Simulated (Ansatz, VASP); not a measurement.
## InAs in VASP and in Ansatz

INCAR

```
ALGO = Normal
EDIFF = 1E-7
ENCUT = 520
GGA = PS
ISIF = 2
ISMEAR = 0
LASPH = True
LCHARG = False
LREAL = False
LWAVE = False
NBANDS = 16
NELM = 100
PREC = Accurate
SIGMA = 0.1
```

KPOINTS

```
k-points
0
Gamma
  14 14 14
```

File POSCAR:

```
InAs
1.0
    0.0000000000      2.8313028808      2.8313028808
    2.8313028808      0.0000000000      2.8313028808
    2.8313028808      2.8313028808      0.0000000000
In As
1 1
Direct
    0.0000000000      0.0000000000      0.0000000000
    0.5000000000      0.5000000000      0.5000000000
```

Input for Ansatz:

```yaml
crystal:
  lattice:
    - [0.0, 2.8313028808, 2.8313028808]
    - [2.8313028808, 0.0, 2.8313028808]
    - [2.8313028808, 2.8313028808, 0.0]
  atoms:
    - { symbol: In, position: [0.0, 0.0, 0.0] }
    - { symbol: As, position: [0.5, 0.5, 0.5] }
basis:
  ecutwfc: 420
kpoints:
  mp_grid: { grid: [14, 14, 14] }
hamiltonian:
  xc: pbesol
scf:
  occupations: { method: gaussian, width: 0.1 }
output:
  forces: true
  stress: true
  eigenvalues: true
```

Alike in both runs: task single point; functional PBEsol; k mesh 14 × 14 × 14; occupations gaussian, width 0.1 eV; no spin polarisation.

|  | VASP | Ansatz |
| --- | --- | --- |
| version | VASP 6.6.1 | Ansatz 0.2.0 |
| potentials or method | VASP PAW PBE potentials, release 64 (In_d, As), cutoff 520 eV | scalar-relativistic, plane waves, PAW |
| valence electrons in the cell | 18 | 28 |

VASP gave:

| Quantity | Value |
| --- | --- |
| gap on the k mesh at the Fermi level (eV) | none |
| pressure (GPa) | -0.3 |

Question: Which values does Ansatz return?

Answer: gap on the k mesh at the Fermi level (eV): none; pressure (GPa): -0.4.

VASP's potentials were made for PBE, not for PBEsol. A gap of «none» marks a metal or a gap that the smearing closes. VASP's potentials hold 18 valence electrons a cell and Ansatz's 28, so a difference there can come from the potentials and not from the codes.
